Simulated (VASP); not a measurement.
Write the native input for VASP 6.6.1 that does the following.

- Task: single point
- Functional: PBE
- Potentials or basis: VASP PAW PBE potentials, release 64 (Hg_sv_GW, Mn_sv)
- Cutoff: 680 eV
- k mesh: 7 × 7 × 7
- Occupations: fermi-dirac, width 0.05 eV
- Spin: collinear spin, ferromagnetic start
- Starting moments: [0.0, 4.0] μB
- Fixed moment: 4 μB
- Dipole correction: no
- Further INCAR settings: ALGO = Normal; EDIFF = 1e-06; NBANDS = 28

The structure of MnHg lies in POSCAR:

```
MnHg
1.0
    3.3150000000      0.0000000000      0.0000000000
    0.0000000000      3.3150000000      0.0000000000
    0.0000000000      0.0000000000      3.3150000000
Hg Mn
1 1
Direct
    0.0000000000      0.0000000000      0.0000000000
    0.5000000000      0.5000000000      0.5000000000
```

One way to write it, as run:

INCAR

```
ALGO = Normal
EDIFF = 1E-6
ENCUT = 680
GGA = PE
GGA_COMPAT = False
ISIF = 2
ISMEAR = -1
ISPIN = 2
LASPH = True
LCHARG = False
LMAXMIX = 4
LORBIT = 11
LREAL = False
LWAVE = False
MAGMOM = 0 4
NBANDS = 28
NELM = 200
NUPDOWN = 4.0
PREC = Accurate
SIGMA = 0.05
```

KPOINTS

```
k-points
0
Gamma
  7 7 7
```

Potentials or basis: VASP PAW PBE potentials, release 64 (Hg_sv_GW, Mn_sv).

Run with:

```console
$ cat potpaw_PBE.64/Hg_sv_GW/POTCAR potpaw_PBE.64/Mn_sv/POTCAR > POTCAR
$ mpirun -np 1 vasp_std > vasp.out
```

Results of the run:

| Property | Result |
| --- | --- |
| Pressure | 0.8 GPa |
| Net moment | 4.00 μB per cell |
| Site moments | Hg -0.04; Mn +3.70 μB |
| Valence electrons inside the program's atomic spheres | Hg 17.93; Mn 12.83 |

Caveat: the total moment is fixed, so each spin has its own Fermi level and the state may be an excited one.

It took 37 s on 1 thread of AMD EPYC 9R45 96-Core Processor (Zen 5) (shared host), peak memory 0.19 GiB.
